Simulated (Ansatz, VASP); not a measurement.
## YPb in VASP and in Ansatz

```
Y Pb
1.0
     3.52559    0.00000    0.00000
    -1.76279    3.05325    0.00000
     0.00000    0.00000    5.75729
Y Pb
1 1
Direct
  0.66667 0.33333 0.50000
  0.33333 0.66667 0.00000
```

Alike in both runs: task single point; functional PBE; k mesh 6 × 6 × 4; occupations gaussian, width 0.1 eV; no spin polarisation.

```csv
,VASP,Ansatz
version,VASP 6.6.1,Ansatz 0.2.0
potentials or method,"VASP PAW PBE potentials, release 64 (Y_sv, Pb_d), cutoff 520 eV","scalar-relativistic, plane waves, PAW"
valence electrons in the cell,25,25
```

VASP gave:

| Property | Result |
| --- | --- |
| gap on the k mesh at the Fermi level (eV) | none |
| pressure (GPa) | -2.0 |
| traceless stress, the component that is largest in VASP (GPa) | -3.90 |

Estimate Ansatz's values.

gap on the k mesh at the Fermi level (eV): none; pressure (GPa): -2.0; traceless stress, the component that is largest in VASP (GPa): -3.94.

A gap of «none» marks a metal or a gap that the smearing closes.

Neither program's run includes spin-orbit coupling.
